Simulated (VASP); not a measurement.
Input of a VASP 6.6.1 run:

File POSCAR:

```
InSb
1.0
    0.0000000000      3.2764965288      3.2764965288
    3.2764965288      0.0000000000      3.2764965288
    3.2764965288      3.2764965288      0.0000000000
In Sb
1 1
Direct
    0.0000000000      0.0000000000      0.0000000000
    0.2500000000      0.2500000000      0.2500000000
```

File INCAR.step1:

```
  ALGO = Normal
  EDIFF = 1E-5
  ENCUT = 520
  GGA = PE
  ISIF = 2
  ISMEAR = -1
  LASPH = T
  LCHARG = F
  LREAL = F
  LWAVE = T
  NBANDS = 16
  NELM = 80
  PREC = Accurate
  SIGMA = 0.02
```

The input INCAR.step2:

```
  ALGO = Normal
  EDIFF = 1E-6
  ENCUT = 520
  GGA = PE
  HFSCREEN = 0.2079
  ISIF = 2
  ISMEAR = -1
  ISTART = 1
  LASPH = T
  LCHARG = F
  LHFCALC = T
  LREAL = F
  LWAVE = F
  NBANDS = 16
  NELM = 80
  PREC = Accurate
  PRECFOCK = Normal
  SIGMA = 0.02
```

File KPOINTS:

```
k-points
0
Gamma
  4 4 4
```

Potentials or basis: VASP PAW PBE potentials, release 64 (In_d, Sb).

The run is started by

```bash
$ cat potpaw_PBE.64/In_d/POTCAR potpaw_PBE.64/Sb/POTCAR > POTCAR
$ cp INCAR.step1 INCAR
$ mpirun -np 1 vasp_std > vasp.out
$ cp INCAR.step2 INCAR
$ mpirun -np 1 vasp_std > vasp.out
```

(1) Estimate the pressure.

(2) What does it give for the band gap on the k mesh?

## Answers

(1) -0.5 GPa.

(2) 0.34 eV.

Caveat: the PAW data sets were made with another functional, which shifts forces and pressure a little; spin-orbit coupling is left out, which moves the levels of the heavy elements.
